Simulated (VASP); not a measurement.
# KI in VASP: further runs

KI is run at these levels: r2SCAN; tasks: single point.

Program: VASP 6.6.1. These are calculated values, not measurements. Logs are shortened: lines on timing, memory, paths and dates and some standing lists are left out, and cuts for length are marked.

## 1. The cell of the first run

The cell holds a wire with vacuum, 2 atoms: a = 9.000 Å, b = 9.300 Å, c = 6.383 Å, α = 90.00°, β = 90.00°, γ = 90.00°.

## 2. Single point, r2SCAN, collinear spin, ferromagnetic start

POSCAR reads:

```
KI
1.0
    9.0000000000      0.0000000000      0.0000000000
    0.0000000000      9.3000000000      0.0000000000
    0.0000000000      0.0000000000      6.3827330606
K I
1 1
Direct
    0.5000000000      0.5000000000      0.0000000000
    0.5000000000      0.5000000000      0.5000000000
```

INCAR.step1 reads:

```
SYSTEM = KI
  ALGO = Normal
  EDIFF = 1E-4
  ENCUT = 520
  GGA = PE
  ISMEAR = 0
  ISPIN = 2
  LASPH = .TRUE.
  LCHARG = .FALSE.
  LREAL = .FALSE.
  LWAVE = .TRUE.
  MAGMOM = 0.5 0.5
  NBANDS = 19
  NELM = 150
  PREC = Accurate
  SIGMA = 0.05
```

INCAR.step2 reads:

```
SYSTEM = KI
  ALGO = Normal
  EDIFF = 1E-6
  ENCUT = 520
  ISIF = 2
  ISMEAR = 0
  ISPIN = 2
  ISTART = 1
  LASPH = .TRUE.
  LCHARG = .TRUE.
  LELF = .TRUE.
  LMIXTAU = .TRUE.
  LORBIT = 11
  LREAL = .FALSE.
  LVHAR = .TRUE.
  LWAVE = .FALSE.
  MAGMOM = 0.5 0.5
  METAGGA = R2SCAN
  NBANDS = 19
  NELM = 150
  PREC = Accurate
  SIGMA = 0.05
```

KPOINTS reads:

```
k-points
0
G
  1 1 10
  0 0 0
```

Potentials or basis: VASP PAW PBE potentials, release 64 (K_sv, I).

On the command line:

```sh
cat potpaw_PBE.64/K_sv/POTCAR potpaw_PBE.64/I/POTCAR > POTCAR
cp INCAR.step1 INCAR
mpirun -np 1 vasp_std > vasp.out
cp INCAR.step2 INCAR
mpirun -np 1 vasp_std > vasp.out
```

OUTCAR:

```text
SYSTEM = KI
   EDIFF = 1E-6
   ENCUT = 520
   ISIF = 2
   ISMEAR = 0
   ISPIN = 2
   ISTART = 1
   LASPH = .TRUE.
   LORBIT = 11
   LREAL = .FALSE.
   METAGGA = R2SCAN
   NELM = 150
   PREC = Accurate

 ion  position               nearest neighbor table
   1  0.500  0.500  0.000-   2 3.19   2 3.19
   2  0.500  0.500  0.500-   1 3.19   1 3.19

  LATTYP: Found a simple orthorhombic cell.
 ALAT       =     6.3827330606
 B/A-ratio  =     1.4100542690
 C/A-ratio  =     1.4570560780

  Lattice vectors:

 A1 = (   0.0000000000,   0.0000000000,   6.3827330606)
 A2 = (   9.0000000000,   0.0000000000,   0.0000000000)
 A3 = (   0.0000000000,   9.3000000000,   0.0000000000)

Analysis of symmetry for initial positions (statically):
=====================================================================
 Subroutine PRICEL returns:
 Original cell was already a primitive cell.

 Routine SETGRP: Setting up the symmetry group for a
 simple orthorhombic supercell.

 Subroutine GETGRP returns: Found  8 space group operations
 (whereof  8 operations were pure point group operations)
 out of a pool of  8 trial point group operations.

The static configuration has the point symmetry D_2h.

Analysis of symmetry for dynamics (positions and initial velocities):
=====================================================================
 Subroutine PRICEL returns:
 Original cell was already a primitive cell.

 Routine SETGRP: Setting up the symmetry group for a
 simple orthorhombic supercell.

 Subroutine GETGRP returns: Found  8 space group operations
 (whereof  8 operations were pure point group operations)
 out of a pool of  8 trial point group operations.

The dynamic configuration has the point symmetry D_2h.

Analysis of structural, dynamic, and magnetic symmetry:
=====================================================================
 Subroutine PRICEL returns:
 Original cell was already a primitive cell.

 Routine SETGRP: Setting up the symmetry group for a
 simple orthorhombic supercell.

 Subroutine GETGRP returns: Found  8 space group operations
 (whereof  8 operations were pure point group operations)
 out of a pool of  8 trial point group operations.

The overall configuration has the point symmetry D_2h.

 Subroutine INISYM returns: Found  8 space group operations
[... 99 lines left out ...]
  volume/ion in A,a.u.               =     267.12      1802.60
  Fermi-wavevector in a.u.,A,eV,Ry     =   0.508398  0.960734  3.516682  0.258469
  Thomas-Fermi vector in A             =   1.520393
   LORBIT       =     11    0 simple, 1 ext, 2 COOP (PROOUT), +10 PAW based schemes
   METAGGA = R2SCAN    functional components
   LHFCALC =     F    Hartree Fock is set to
   AEXX    =    0.0000 exact exchange contribution
   IVDW    =     0    specifies the selected vdW correction
   LEPSILON=     F    determine dielectric tensor
   LRPA    =     F    only Hartree local field effects (RPA)
 spin polarized calculation
 Gauss-broadening in eV      SIGMA  =   0.05
  energy-cutoff  :      520.00
  volume of cell :      534.23
 maximum number of plane-waves:     14396
 NGX is ok and might be reduce to    70
   NGX = 33   NGY = 35   NGZ = 23

 number of electron      16.0000000 magnetization       0.0000000

 number of electron      16.0000000 magnetization      -0.0000000

 Free energy of the ion-electron system (eV)
  ---------------------------------------------------
  ext. energy  EPLUGINS =         0.00000000
  ---------------------------------------------------
  free energy    TOTEN  =       -33.02281263 eV

  energy without entropy =      -33.02281263  energy(sigma->0) =      -33.02281263

 E-fermi :  -4.4968     XC(G=0):  -1.7229

 val. band max:       -4.7887009613   @ k =   0.0000   0.0000   0.0000
 cond. band min:      -0.0838429886   @ k =   0.0000   0.0000   0.0000
 fundamental gap:      4.7048579726
 Fermi energy:        -4.4967828383

 spin component 1

 k-point     1 :       0.0000    0.0000    0.0000
  band No.  band energies     occupation
      1     -35.5118      1.00000
      2     -18.2828      1.00000
      3     -18.2827      1.00000
      4     -18.1453      1.00000
      5     -15.1043      1.00000
      6      -4.9734      1.00000
[... 108 lines left out ...]
      5     -14.9434      1.00000
      6      -5.5257      1.00000
[... 11 lines left out ...]
     18       3.4212      0.00000
     19       3.6633      0.00000
 Fermi energy:        -4.4967828383

 spin component 2

 k-point     1 :       0.0000    0.0000    0.0000
  band No.  band energies     occupation
      1     -35.5118      1.00000
      2     -18.2828      1.00000
      3     -18.2827      1.00000
      4     -18.1453      1.00000
      5     -15.1043      1.00000
      6      -4.9734      1.00000
[... 109 lines left out ...]
      6      -5.5257      1.00000
[... 11 lines left out ...]
     18       3.4214      0.00000
     19       3.6642      0.00000

------------------------ aborting loop because EDIFF is reached ----------------------------------------

  FORCE on cell =-STRESS in cart. coord.  units (eV):
  Direction    XX          YY          ZZ          XY          YZ          ZX
  --------------------------------------------------------------------------------------
  -------------------------------------------------------------------------------------
  Total        0.0355226      0.0222575      0.9606865      0.0000000      0.0000000      0.0000000
  in kB        0.1065327      0.0667505      2.8811119      0.0000000      0.0000000      0.0000000
  external PRESSURE =       1.0181317 kB  Pullay stress =       0.0000000 kB

 VOLUME and BASIS-vectors are now :
 -----------------------------------------------------------------------------
  energy-cutoff  :      520.00
  volume of cell :      534.23
      direct lattice vectors                 reciprocal lattice vectors
     9.000000000  0.000000000  0.000000000     0.111111111  0.000000000  0.000000000
     0.000000000  9.300000000  0.000000000     0.000000000  0.107526882  0.000000000
     0.000000000  0.000000000  6.382733061     0.000000000  0.000000000  0.156672697

 POSITION                                       TOTAL-FORCE (eV/Angst)
 -----------------------------------------------------------------------------------
      4.50000      4.65000      0.00000         0.000000      0.000000      0.000000
      4.50000      4.65000      3.19137         0.000000      0.000000      0.000000
 -----------------------------------------------------------------------------------
    total drift:                                0.000000      0.000000      0.000000

  FREE ENERGIE OF THE ION-ELECTRON SYSTEM (eV)
  ---------------------------------------------------
  free  energy   TOTEN  =       -33.0228126287 eV

  energy  without entropy=      -33.0228126287  energy(sigma->0) =      -33.02281263

 total charge

# of ion       s       p       d       tot
------------------------------------------
    1        1.958   5.682   0.022   7.662
    2        1.490   2.898   0.001   4.389
--------------------------------------------------
tot          3.449   8.580   0.022  12.051

 magnetization (x)

# of ion       s       p       d       tot
------------------------------------------
    1        0.000  -0.000  -0.000  -0.000
    2       -0.000  -0.000   0.000  -0.000
--------------------------------------------------
tot         -0.000  -0.000  -0.000  -0.000
```

OUTCAR.step1:

```text
SYSTEM = KI
   EDIFF = 1E-4
   ENCUT = 520
   GGA = PE
   ISMEAR = 0
   ISPIN = 2
[... 489 lines left out ...]
      4.50000      4.65000      0.00000         0.000000      0.000000      0.000000
      4.50000      4.65000      3.19137         0.000000      0.000000      0.000000
 -----------------------------------------------------------------------------------
    total drift:                                0.000000      0.000000      0.000000

  FREE ENERGIE OF THE ION-ELECTRON SYSTEM (eV)
  ---------------------------------------------------
  free  energy   TOTEN  =        -4.7544721888 eV

  energy  without entropy=       -4.7544721888  energy(sigma->0) =       -4.75447219
```

Wall time 8.3 min (1 thread of AMD EPYC 9R45 (Zen 5), shared host); peak memory 0.85 GiB.

What came out:

```
Free energy                                           : -33.0228 eV
Band gap on the k mesh                                : 4.70 eV, direct
Net moment                                            : 0.00 μB per cell
Valence electrons inside the program's atomic spheres : K 7.66; I 4.39
```

Caveat: the PAW data sets were made with another functional, which shifts forces and pressure a little; spin-orbit coupling is left out, which moves the levels of the heavy elements.

## 3. Single point, r2SCAN, collinear spin, ferromagnetic start

This run uses another cell than the first one, of 272.00 Å³/atom, 1.018 times its volume.

Edit POSCAR of step 2 so:

```diff
@@ -4,3 +4,3 @@
     0.0000000000      9.3000000000      0.0000000000
-    0.0000000000      0.0000000000      6.3827330606
+    0.0000000000      0.0000000000      6.4993010748
 K I
```

INCAR.step1 reads:

```
SYSTEM = KI
ALGO     = Normal         ! electronic algorithm
EDIFF    = 1E-4           ! SCF threshold, eV
ENCUT    = 520            ! plane-wave cutoff, eV
GGA      = PE             ! functional
ISMEAR   = 0              ! smearing method
ISPIN    = 2              ! spin polarisation
LASPH    = .TRUE.         ! aspherical terms in the spheres
LCHARG   = .FALSE.        ! write CHGCAR
LREAL    = .FALSE.        ! projectors in reciprocal space
LWAVE    = .TRUE.         ! write WAVECAR
MAGMOM   = 0.5 0.5        ! initial moments
NBANDS   = 19             ! bands
NELM     = 150            ! most SCF steps
PREC     = Accurate       ! precision mode
SIGMA    = 0.05           ! smearing width, eV
```

INCAR.step2 reads:

```
SYSTEM = KI
ALGO     = Normal         ! electronic algorithm
EDIFF    = 1E-6           ! SCF threshold, eV
ENCUT    = 520            ! plane-wave cutoff, eV
ISIF     = 2              ! what is computed and relaxed
ISMEAR   = 0              ! smearing method
ISPIN    = 2              ! spin polarisation
ISTART   = 1            
LASPH    = .TRUE.         ! aspherical terms in the spheres
LCHARG   = .FALSE.        ! write CHGCAR
LMIXTAU  = .TRUE.       
LORBIT   = 11             ! projections on sites
LREAL    = .FALSE.        ! projectors in reciprocal space
LWAVE    = .FALSE.        ! write WAVECAR
MAGMOM   = 0.5 0.5        ! initial moments
METAGGA  = R2SCAN         ! meta-GGA
NBANDS   = 19             ! bands
NELM     = 150            ! most SCF steps
PREC     = Accurate       ! precision mode
SIGMA    = 0.05           ! smearing width, eV
```

KPOINTS is that of step 2.

Potentials or basis: VASP PAW PBE potentials, release 64 (K_sv, I).

On the command line:

```sh
cat potpaw_PBE.64/K_sv/POTCAR potpaw_PBE.64/I/POTCAR > POTCAR
cp INCAR.step1 INCAR
mpirun -np 1 vasp_std > vasp.out
cp INCAR.step2 INCAR
mpirun -np 1 vasp_std > vasp.out
```

OUTCAR:

```text
SYSTEM = KI
   EDIFF = 1E-6
   ENCUT = 520
   ISIF = 2
   ISMEAR = 0
   ISPIN = 2
   ISTART = 1
   LASPH = .TRUE.
   LORBIT = 11
   LREAL = .FALSE.
   METAGGA = R2SCAN
   NELM = 150
   PREC = Accurate

 ion  position               nearest neighbor table
   1  0.500  0.500  0.000-   2 3.25   2 3.25
   2  0.500  0.500  0.500-   1 3.25   1 3.25

  LATTYP: Found a simple orthorhombic cell.
 ALAT       =     6.4993010748
 B/A-ratio  =     1.3847642841
 C/A-ratio  =     1.4309230936

  Lattice vectors:

 A1 = (   0.0000000000,   0.0000000000,   6.4993010748)
 A2 = (   9.0000000000,   0.0000000000,   0.0000000000)
 A3 = (   0.0000000000,   9.3000000000,   0.0000000000)

Analysis of symmetry for initial positions (statically):
=====================================================================
 Subroutine PRICEL returns:
 Original cell was already a primitive cell.

 Routine SETGRP: Setting up the symmetry group for a
 simple orthorhombic supercell.

 Subroutine GETGRP returns: Found  8 space group operations
 (whereof  8 operations were pure point group operations)
 out of a pool of  8 trial point group operations.

The static configuration has the point symmetry D_2h.

Analysis of symmetry for dynamics (positions and initial velocities):
=====================================================================
 Subroutine PRICEL returns:
 Original cell was already a primitive cell.

 Routine SETGRP: Setting up the symmetry group for a
 simple orthorhombic supercell.

 Subroutine GETGRP returns: Found  8 space group operations
 (whereof  8 operations were pure point group operations)
 out of a pool of  8 trial point group operations.

The dynamic configuration has the point symmetry D_2h.

Analysis of structural, dynamic, and magnetic symmetry:
=====================================================================
 Subroutine PRICEL returns:
 Original cell was already a primitive cell.
[... 134 lines left out ...]
  ext. energy  EPLUGINS =         0.00000000
  ---------------------------------------------------
  free energy    TOTEN  =       -33.03229933 eV

  energy without entropy =      -33.03229933  energy(sigma->0) =      -33.03229933

 E-fermi :  -4.4343     XC(G=0):  -1.7159

 val. band max:       -4.7532003732   @ k =   0.0000   0.0000   0.0000
 cond. band min:      -0.1206355213   @ k =   0.0000   0.0000   0.0000
 fundamental gap:      4.6325648520
 Fermi energy:        -4.4343481465

 spin component 1

 k-point     1 :       0.0000    0.0000    0.0000
  band No.  band energies     occupation
      1     -35.6228      1.00000
      2     -18.3899      1.00000
      3     -18.3898      1.00000
      4     -18.2370      1.00000
      5     -15.0633      1.00000
      6      -4.9894      1.00000
[... 108 lines left out ...]
      5     -14.9387      1.00000
      6      -5.4756      1.00000
[... 11 lines left out ...]
     18       3.3401      0.00000
     19       3.5817      0.00000
 Fermi energy:        -4.4343481465

 spin component 2

 k-point     1 :       0.0000    0.0000    0.0000
  band No.  band energies     occupation
      1     -35.6228      1.00000
      2     -18.3899      1.00000
      3     -18.3898      1.00000
      4     -18.2370      1.00000
      5     -15.0633      1.00000
      6      -4.9894      1.00000
[... 109 lines left out ...]
      6      -5.4756      1.00000
[... 11 lines left out ...]
     18       3.3401      0.00000
     19       3.5809      0.00000

------------------------ aborting loop because EDIFF is reached ----------------------------------------

  FORCE on cell =-STRESS in cart. coord.  units (eV):
  Direction    XX          YY          ZZ          XY          YZ          ZX
  --------------------------------------------------------------------------------------
  -------------------------------------------------------------------------------------
  Total        0.0379897      0.0239288      0.0720242      0.0000000      0.0000000      0.0000000
  in kB        0.1118882      0.0704758      0.2121275      0.0000000      0.0000000      0.0000000
  external PRESSURE =       0.1314972 kB  Pullay stress =       0.0000000 kB

 VOLUME and BASIS-vectors are now :
 -----------------------------------------------------------------------------
  energy-cutoff  :      520.00
  volume of cell :      543.99
      direct lattice vectors                 reciprocal lattice vectors
     9.000000000  0.000000000  0.000000000     0.111111111  0.000000000  0.000000000
     0.000000000  9.300000000  0.000000000     0.000000000  0.107526882  0.000000000
     0.000000000  0.000000000  6.499301075     0.000000000  0.000000000  0.153862698

 POSITION                                       TOTAL-FORCE (eV/Angst)
 -----------------------------------------------------------------------------------
      4.50000      4.65000      0.00000         0.000000      0.000000      0.000000
      4.50000      4.65000      3.24965         0.000000      0.000000      0.000000
 -----------------------------------------------------------------------------------
    total drift:                                0.000000      0.000000      0.000000

  FREE ENERGIE OF THE ION-ELECTRON SYSTEM (eV)
  ---------------------------------------------------
  free  energy   TOTEN  =       -33.0322993269 eV

  energy  without entropy=      -33.0322993269  energy(sigma->0) =      -33.03229933

 total charge

# of ion       s       p       d       tot
------------------------------------------
    1        1.957   5.680   0.019   7.656
    2        1.490   2.891   0.000   4.382
--------------------------------------------------
tot          3.447   8.571   0.020  12.038

 magnetization (x)

# of ion       s       p       d       tot
------------------------------------------
    1       -0.000  -0.000   0.000  -0.000
    2        0.000   0.000  -0.000   0.000
--------------------------------------------------
tot         -0.000   0.000   0.000   0.000
```

OUTCAR.step1:

```text
SYSTEM = KI
   EDIFF = 1E-4
   ENCUT = 520
   GGA = PE
   ISMEAR = 0
   ISPIN = 2
[... 489 lines left out ...]
      4.50000      4.65000      0.00000         0.000000      0.000000      0.000000
      4.50000      4.65000      3.24965         0.000000      0.000000      0.000000
 -----------------------------------------------------------------------------------
    total drift:                                0.000000      0.000000      0.000000

  FREE ENERGIE OF THE ION-ELECTRON SYSTEM (eV)
  ---------------------------------------------------
  free  energy   TOTEN  =        -4.7625182526 eV

  energy  without entropy=       -4.7625182526  energy(sigma->0) =       -4.76251825
```

It took 8.5 min on 1 thread of AMD EPYC 9R45 (Zen 5), shared host; peak memory 0.87 GiB.

What came out:

```
Free energy                                           : -33.0323 eV
Band gap on the k mesh                                : 4.63 eV, direct
Net moment                                            : 0.00 μB per cell
Valence electrons inside the program's atomic spheres : K 7.66; I 4.38
```

Levels at points of the mesh, in eV from the valence-band top:
Spin up:
```csv
k point,band 6,band 7,band 8,band 9,band 10,band 11
"(0.00, 0.00, 0.00)",-0.24,0.00,0.00,4.63,6.43,6.66
"(0.00, 0.00, 0.50)",-0.72,-0.03,-0.03,5.42,6.05,6.56
```
Spin down:
| k point | band 6 | band 7 | band 8 | band 9 | band 10 | band 11 |
| --- | --- | --- | --- | --- | --- | --- |
| (0.00, 0.00, 0.00) | -0.24 | 0.00 | 0.00 | 4.63 | 6.43 | 6.66 |
| (0.00, 0.00, 0.50) | -0.72 | -0.03 | -0.03 | 5.42 | 6.05 | 6.56 |

Caveat: the PAW data sets were made with another functional, which shifts forces and pressure a little; spin-orbit coupling is left out, which moves the levels of the heavy elements.

[end of part 1 of 2]
